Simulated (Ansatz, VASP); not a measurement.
**One calculation of SrTiO3, two programs**

Contents of INCAR:

```
SYSTEM = SrTiO3
ALGO = Normal
EDIFF = 1E-6
ENCUT = 520
GGA = PS
ISIF = 2
ISMEAR = 0
LASPH = .True.
LCHARG = .False.
LREAL = .False.
LWAVE = .False.
NBANDS = 51
NELM = 100
PREC = Accurate
SIGMA = 0.05
```

KPOINTS

```
k-points
0
Gamma
  8 8 8
  0 0 0
```

File POSCAR:

```
SrTiO3
1.0
   -2.7435446834      2.6886737897      3.9043133139
    2.7435446834     -2.6886737897      3.9043133139
    2.7435446834      2.6886737897     -3.9043133139
Sr Ti O
2 2 6
Direct
    0.7500000000      0.2500000000      0.5000000000
    0.2500000000      0.7500000000      0.5000000000
    0.0000000000      0.0000000000      0.0000000000
    0.5000000000      0.5000000000      0.0000000000
    0.2500000000      0.2500000000      0.0000000000
    0.7500000000      0.7500000000      0.0000000000
    0.7253545255      0.2253545255      0.9507090510
    0.2253545255      0.2746454745      0.5000000000
    0.2746454745      0.7746454745      0.0492909490
    0.7746454745      0.7253545255      0.5000000000
```

Input for Ansatz:

```yaml
crystal:
  lattice:
    - [-2.7435446834, 2.6886737897, 3.9043133139]
    - [2.7435446834, -2.6886737897, 3.9043133139]
    - [2.7435446834, 2.6886737897, -3.9043133139]
  atoms:
    - { symbol: Sr, position: [0.75, 0.25, 0.5] }
    - { symbol: Sr, position: [0.25, 0.75, 0.5] }
    - { symbol: Ti, position: [0.0, 0.0, 0.0] }
    - { symbol: Ti, position: [0.5, 0.5, 0.0] }
    - { symbol: O, position: [0.25, 0.25, 0.0] }
    - { symbol: O, position: [0.75, 0.75, 0.0] }
    - { symbol: O, position: [0.7253545255, 0.2253545255, 0.950709051] }
    - { symbol: O, position: [0.2253545255, 0.2746454745, 0.5] }
    - { symbol: O, position: [0.2746454745, 0.7746454745, 0.049290949] }
    - { symbol: O, position: [0.7746454745, 0.7253545255, 0.5] }
basis:
  ecutwfc: 420
kpoints:
  mp_grid: { grid: [8, 8, 8] }
hamiltonian:
  xc: pbesol
scf:
  occupations: { method: gaussian, width: 0.05 }
output:
  forces: true
  stress: true
  eigenvalues: true
```

Change from the starting cell: strain -0.0200 x Voigt [0, 1, 0, 0, 0, 0], atoms carried along.

Alike in both runs: task single point; functional PBEsol; k mesh 8 × 8 × 8; occupations gaussian, width 0.05 eV; no spin polarisation.

```csv
,VASP,Ansatz
version,VASP 6.6.1,Ansatz 0.2.0
potentials or method,"VASP PAW PBE potentials, release 64 (Sr_sv, Ti_sv, O), cutoff 520 eV","scalar-relativistic, plane waves, PAW"
valence electrons in the cell,80,80
```

VASP gave:

* gap on the k mesh at the Fermi level (eV): 1.95
* least direct gap on the mesh (eV): 1.95
* pressure (GPa): 4.7
* traceless stress, the component that is largest in VASP (GPa): 3.26
* rms of the force components (eV/Å): 0.015

Q: Estimate Ansatz's values.

A: gap on the k mesh at the Fermi level (eV): 1.98; least direct gap on the mesh (eV): 1.98; pressure (GPa): 4.0; traceless stress, the component that is largest in VASP (GPa): 3.25; rms of the force components (eV/Å): 0.016.

VASP's potentials were made for PBE, not for PBEsol. Atom by atom the forces differ by 0.002 eV/Å (rms over components).
